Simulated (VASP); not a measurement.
# SnGeO2 (P4mm) in VASP: further runs

The runs below take SnGeO2 through single point, with PBE.

Everything below comes from runs of VASP 6.6.1. Logs are shortened: lines on timing, memory, paths and dates and some standing lists are left out, and cuts for length are marked.

### 1 The cell of the first run

The structure is tetragonal, space group P4mm (No. 99). The conventional cell has a = 3.748 Å, b = 3.748 Å, c = 4.807 Å, α = 90.00°, β = 90.00°, γ = 90.00°. Within 3.0 Å of Sn (site symmetry 4mm) lie 4 O at 2.23 Å. Ge (site symmetry 4mm) has 4 O at 2.12 Å within 2.8 Å. O (site symmetry 2mm) has 2 Ge at 2.12 Å and 2 Sn at 2.23 Å and 4 O at 2.65 Å within 2.8 Å.

### 2 Single point, PBE

Input file INCAR:

```
SYSTEM = SnGeO2
  PREC = Accurate
  ENCUT = 520
  EDIFF = 1E-7
  ISMEAR = 0
  SIGMA = 0.1
  LREAL = .False.
  LASPH = .True.
  NELM = 100
  ALGO = Normal
  ISIF = 2
  LWAVE = .False.
  LCHARG = .False.
  GGA = PE
  NBANDS = 28
```

Input file KPOINTS:

```
Automatic mesh
0
Gamma
  4 4 4
  0 0 0
```

Input file POSCAR:

```
SnGeO2
1.0
    3.7482967000      0.0000000000      0.0000000000
    0.0000000000      3.7482967000      0.0000000000
    0.0000000000      0.0000000000      4.8073266000
Sn Ge O
1 1 2
Direct
    0.5000000000      0.5000000000      0.2405360000
    0.0000000000      0.0000000000      0.7829190000
    0.0000000000      0.5000000000      0.9882720000
    0.5000000000      0.0000000000      0.9882720000
```

Potentials or basis: VASP PAW PBE potentials, release 64 (Sn_d, Ge_d, O).

On the command line:

```bash
$ cat potpaw_PBE.64/Sn_d/POTCAR potpaw_PBE.64/Ge_d/POTCAR potpaw_PBE.64/O/POTCAR > POTCAR
$ mpirun -np 1 vasp_std > vasp.out
```

OUTCAR:

```text
SYSTEM = SnGeO2
   PREC = Accurate
   ENCUT = 520
   EDIFF = 1E-7
   ISMEAR = 0
   LREAL = .False.
   LASPH = .True.
   NELM = 100
   ISIF = 2
   GGA = PE

 ion  position               nearest neighbor table
   1  0.500  0.500  0.241-   3 2.23   4 2.23   4 2.23   3 2.23
   2  0.000  0.000  0.783-   3 2.12   4 2.12   3 2.12   4 2.12
   3  0.000  0.500  0.988-   2 2.12   2 2.12   1 2.23   1 2.23
   4  0.500  0.000  0.988-   2 2.12   2 2.12   1 2.23   1 2.23

  LATTYP: Found a simple tetragonal cell.
 ALAT       =     3.7482967000
 C/A-ratio  =     1.2825363051

  Lattice vectors:

 A1 = (   3.7482967000,   0.0000000000,   0.0000000000)
 A2 = (   0.0000000000,   3.7482967000,   0.0000000000)
 A3 = (   0.0000000000,   0.0000000000,   4.8073266000)

Analysis of symmetry for initial positions (statically):
=====================================================================
 Subroutine PRICEL returns:
 Original cell was already a primitive cell.

 Routine SETGRP: Setting up the symmetry group for a
 simple tetragonal supercell.

 Subroutine GETGRP returns: Found  8 space group operations
 (whereof  8 operations were pure point group operations)
 out of a pool of 16 trial point group operations.

The static configuration has the point symmetry C_4v.

Analysis of symmetry for dynamics (positions and initial velocities):
=====================================================================
 Subroutine PRICEL returns:
 Original cell was already a primitive cell.

 Routine SETGRP: Setting up the symmetry group for a
 simple tetragonal supercell.

 Subroutine GETGRP returns: Found  8 space group operations
 (whereof  8 operations were pure point group operations)
 out of a pool of 16 trial point group operations.

The dynamic configuration has the point symmetry C_4v.

 Subroutine INISYM returns: Found  8 space group operations
 (whereof  8 operations are pure point group operations),
 and found     1 'primitive' translations

----------------------------------------------------------------------------------------

                                     Primitive cell

  volume of cell :      67.5416

  direct lattice vectors                    reciprocal lattice vectors
     3.748296700  0.000000000  0.000000000     0.266787845  0.000000000  0.000000000
     0.000000000  3.748296700  0.000000000     0.000000000  0.266787845  0.000000000
     0.000000000  0.000000000  4.807326600     0.000000000  0.000000000  0.208015823

  length of vectors
     3.748296700  3.748296700  4.807326600     0.266787845  0.266787845  0.208015823

  position of ions in fractional coordinates (direct lattice)
     0.500000000  0.500000000  0.240536000
     0.000000000  0.000000000  0.782919000
     0.000000000  0.500000000  0.988272000
     0.500000000  0.000000000  0.988272000

  ion indices of the primitive-cell ions
   primitive index   ion index
                 1           1
                 2           2
                 3           3
                 4           4

----------------------------------------------------------------------------------------

 KPOINTS: Automatic mesh

Automatic generation of k-mesh.
 Grid dimensions read from file:
 generate k-points for:    4    4    4

 Generating k-lattice:

  Cartesian coordinates                     Fractional coordinates (reciprocal lattice)
     0.066696961  0.000000000  0.000000000     0.250000000  0.000000000  0.000000000
     0.000000000  0.066696961  0.000000000     0.000000000  0.250000000  0.000000000
     0.000000000  0.000000000  0.052003956     0.000000000  0.000000000  0.250000000

  Length of vectors
     0.066696961  0.066696961  0.052003956

  Shift w.r.t. Gamma in fractional coordinates (k-lattice)
     0.000000000  0.000000000  0.000000000

 Subroutine IBZKPT returns following result:
 ===========================================

 Found     18 irreducible k-points:

 Following reciprocal coordinates:
            Coordinates               Weight
  0.000000  0.000000  0.000000      1.000000
  0.250000  0.000000  0.000000      4.000000
  0.500000  0.000000  0.000000      2.000000
  0.250000  0.250000  0.000000      4.000000
  0.500000  0.250000  0.000000      4.000000
  0.500000  0.500000  0.000000      1.000000
[... 10 lines left out ...]
  0.500000  0.250000  0.500000      4.000000
  0.500000  0.500000  0.500000      1.000000
   k-points           NKPTS =     18   k-points in BZ     NKDIM =     18   number of bands    NBANDS=     28
   number of dos      NEDOS =    301   number of ions     NIONS =      4
   total plane-waves  NPLWV =  28224
   dimension x,y,z NGX =    28 NGY =   28 NGZ =   36
   dimension x,y,z NGXF=    56 NGYF=   56 NGZF=   72
   ions per type =               1   1   2
   NGX,Y,Z   is equivalent  to a cutoff of  12.42, 12.42, 12.45 a.u.
   NGXF,Y,Z  is equivalent  to a cutoff of  24.84, 24.84, 24.90 a.u.
 SYSTEM =  SnGeO2
   PREC   = accura    normal or accurate (medium, high low for compatibility)
   ISTART =      0    job   : 0-new  1-cont  2-samecut
   ICHARG =      2    charge: 1-file 2-atom 10-const
   ISPIN  =      1    spin polarized calculation?
   LNONCOLLINEAR =      F non collinear calculations
   LSORBIT =      F    spin-orbit coupling
   LASPH  =      T    aspherical Exc in radial PAW
   ENCUT  =  520.0 eV  38.22 Ry    6.18 a.u.   6.97  6.97  8.94*2*pi/ulx,y,z
   NELM   =    100;   NELMIN=  2; NELMDL= -5     # of ELM steps
   EDIFF  = 0.1E-06   stopping-criterion for ELM
   LREAL  =      F    real-space projection
   EDIFFG = 0.1E-05   stopping-criterion for IOM
   NSW    =      0    number of steps for IOM
   IBRION =     -1    ionic relax: 0-MD 1-quasi-New 2-CG
   NFREE  =      0    steps in history (QN), initial steepest desc. (CG)
   ISIF   =      2    stress and relaxation
   ISYM   =      2    0-nonsym 1-usesym 2-fastsym
   POTIM  = 0.5000    time-step for ionic-motion
   TEBEG  =    0.0;   TEEND  =   0.0 temperature during run
   PSTRESS=    0.0 pullay stress
   NELECT =      40.0000    total number of electrons
   NUPDOWN=      -1.0000    fix difference up-down
   EMIN   =  10.00;   EMAX   =-10.00  energy-range for DOS
   EFERMI =   0.00;   METHOD = LEGACY
   ISMEAR =     0;   SIGMA  =   0.10  broadening in eV -4-tet -1-fermi 0-gaus
   EFERMI_NEDOS =   21; number of points for ismear=-14 and -15
   IALGO  =     38    algorithm
   IMIX   =      4    mixing-type and parameters
     AMIX     =   0.40;   BMIX     =  1.00
     AMIX_MAG =   1.60;   BMIX_MAG =  1.00
  volume/ion in A,a.u.               =      16.89       113.95
  Fermi-wavevector in a.u.,A,eV,Ry     =   1.374794  2.597984 25.715810  1.890059
  Thomas-Fermi vector in A             =   2.500188
   LORBIT       =      0    0 simple, 1 ext, 2 COOP (PROOUT), +10 PAW based schemes
   GGA     = PE    functional components
   LHFCALC =     F    Hartree Fock is set to
   AEXX    =    0.0000 exact exchange contribution
   IVDW    =     0    specifies the selected vdW correction
   LEPSILON=     F    determine dielectric tensor
   LRPA    =     F    only Hartree local field effects (RPA)
 non-spin polarized calculation
 Gauss-broadening in eV      SIGMA  =   0.10
  energy-cutoff  :      520.00
  volume of cell :       67.54
 maximum number of plane-waves:      1852
 NGX is ok and might be reduce to    28
   NGX = 13   NGY = 13   NGZ = 17

 number of electron      39.9999984 magnetization

 Free energy of the ion-electron system (eV)
  ---------------------------------------------------
  ext. energy  EPLUGINS =         0.00000000
  ---------------------------------------------------
  free energy    TOTEN  =       -22.90554589 eV

  energy without entropy =      -22.90554589  energy(sigma->0) =      -22.90554589

 E-fermi :   5.5514     XC(G=0): -10.0905

 val. band max:        5.0760118111   @ k =   0.2500   0.0000   0.0000
 cond. band min:       6.2409734718   @ k =   0.5000   0.5000   0.0000
 fundamental gap:      1.1649616607
 Fermi energy:         5.5513919804

 k-point     1 :       0.0000    0.0000    0.0000
  band No.  band energies     occupation
      1     -19.2714      2.00000
      2     -19.2009      2.00000
      3     -19.1892      2.00000
      4     -19.1892      2.00000
      5     -19.1741      2.00000
      6     -16.0062      2.00000
[... 20 lines left out ...]
     27      13.1142      0.00000
     28      13.7356      0.00000

 k-point     2 :       0.2500    0.0000    0.0000
  band No.  band energies     occupation
      1     -19.2597      2.00000
      2     -19.2028      2.00000
      3     -19.2016      2.00000
      4     -19.1888      2.00000
      5     -19.1698      2.00000
      6     -15.9762      2.00000
[... 20 lines left out ...]
     27      13.5945      0.00000
     28      16.4059      0.00000

 k-point     3 :       0.5000    0.0000    0.0000
  band No.  band energies     occupation
      1     -19.2448      2.00000
      2     -19.2166      2.00000
      3     -19.2047      2.00000
      4     -19.1885      2.00000
      5     -19.1659      2.00000
      6     -15.9435      2.00000
[... 20 lines left out ...]
     27      14.7517      0.00000
     28      14.9879      0.00000

 k-point     4 :       0.2500    0.2500    0.0000
  band No.  band energies     occupation
      1     -19.2480      2.00000
      2     -19.2053      2.00000
      3     -19.2035      2.00000
      4     -19.1960      2.00000
      5     -19.1672      2.00000
      6     -15.9493      2.00000
[... 392 lines left out ...]
     27      15.6549      0.00000
     28      16.5952      0.00000

 k-point    17 :       0.5000    0.2500    0.5000
  band No.  band energies     occupation
      1     -19.2325      2.00000
      2     -19.2168      2.00000
      3     -19.2069      2.00000
      4     -19.1972      2.00000
      5     -19.1639      2.00000
      6     -15.9407      2.00000
[... 20 lines left out ...]
     27      15.2387      0.00000
     28      16.4557      0.00000

 k-point    18 :       0.5000    0.5000    0.5000
  band No.  band energies     occupation
      1     -19.2162      2.00000
      2     -19.2162      2.00000
      3     -19.2100      2.00000
      4     -19.2090      2.00000
      5     -19.1619      2.00000
      6     -15.9278      2.00000
[... 20 lines left out ...]
     27      15.0045      0.00000
     28      16.2043      0.00000

------------------------ aborting loop because EDIFF is reached ----------------------------------------

  FORCE on cell =-STRESS in cart. coord.  units (eV):
  Direction    XX          YY          ZZ          XY          YZ          ZX
  --------------------------------------------------------------------------------------
  -------------------------------------------------------------------------------------
  Total        0.1165315      0.1165315      0.1636450      0.0000000     -0.0000000      0.0000000
  in kB        2.7642811      2.7642811      3.8818765      0.0000000     -0.0000000      0.0000000
  external PRESSURE =       3.1368129 kB  Pullay stress =       0.0000000 kB

 VOLUME and BASIS-vectors are now :
 -----------------------------------------------------------------------------
  energy-cutoff  :      520.00
  volume of cell :       67.54
      direct lattice vectors                 reciprocal lattice vectors
     3.748296700  0.000000000  0.000000000     0.266787845  0.000000000  0.000000000
     0.000000000  3.748296700  0.000000000     0.000000000  0.266787845  0.000000000
     0.000000000  0.000000000  4.807326600     0.000000000  0.000000000  0.208015823

 POSITION                                       TOTAL-FORCE (eV/Angst)
 -----------------------------------------------------------------------------------
      1.87415      1.87415      1.15634        -0.000000      0.000000      0.071513
      0.00000      0.00000      3.76375         0.000000     -0.000000     -0.080173
      0.00000      1.87415      4.75095        -0.000000     -0.000000      0.004330
      1.87415      0.00000      4.75095        -0.000000     -0.000000      0.004330
 -----------------------------------------------------------------------------------
    total drift:                                0.000000     -0.000000      0.000690

  FREE ENERGIE OF THE ION-ELECTRON SYSTEM (eV)
  ---------------------------------------------------
  free  energy   TOTEN  =       -22.9055458854 eV

  energy  without entropy=      -22.9055458854  energy(sigma->0) =      -22.90554589
```

Run time: 14 s. Hardware: 1 thread of Intel Xeon 6975P-C (Granite Rapids), shared host; peak memory 0.18 GiB.

What came out:

| Property | Result |
| --- | --- |
| Free energy | -22.9055 eV |
| Pressure | 0.3 GPa |
| Largest force | 0.080 eV/Å |
| Band gap on the k mesh | 1.17 eV (least direct gap 2.21 eV) |

Forces on the atoms (eV/Å):
```
Sn   0.000  0.000  0.072
Ge   0.000  0.000 -0.080
O    0.000  0.000  0.004
O    0.000  0.000  0.004
```

Levels at points of the mesh, in eV from the valence-band top:
```tsv
k point	band 17	band 18	band 19	band 20	band 21	band 22	band 23	band 24
(0.00, 0.00, 0.00)	-2.75	-2.42	-2.42	-0.05	2.62	4.72	5.67	5.67
(0.50, 0.00, 0.00)	-4.24	-3.97	-1.90	-1.81	3.07	4.31	5.76	6.32
(0.50, 0.50, 0.00)	-1.82	-1.65	-1.57	-1.04	1.17	1.17	4.99	5.48
(0.00, 0.00, 0.50)	-2.82	-2.43	-2.43	-1.28	1.73	3.85	3.85	4.37
(0.50, 0.00, 0.50)	-4.58	-3.92	-1.04	-0.92	2.89	3.80	5.93	6.34
(0.50, 0.50, 0.50)	-2.27	-1.89	-1.81	-1.57	3.47	3.47	4.63	4.63
```

Caveat: spin-orbit coupling is left out, which moves the levels of the heavy elements. A k mesh can miss the band edges.

[end of part 1 of 2]
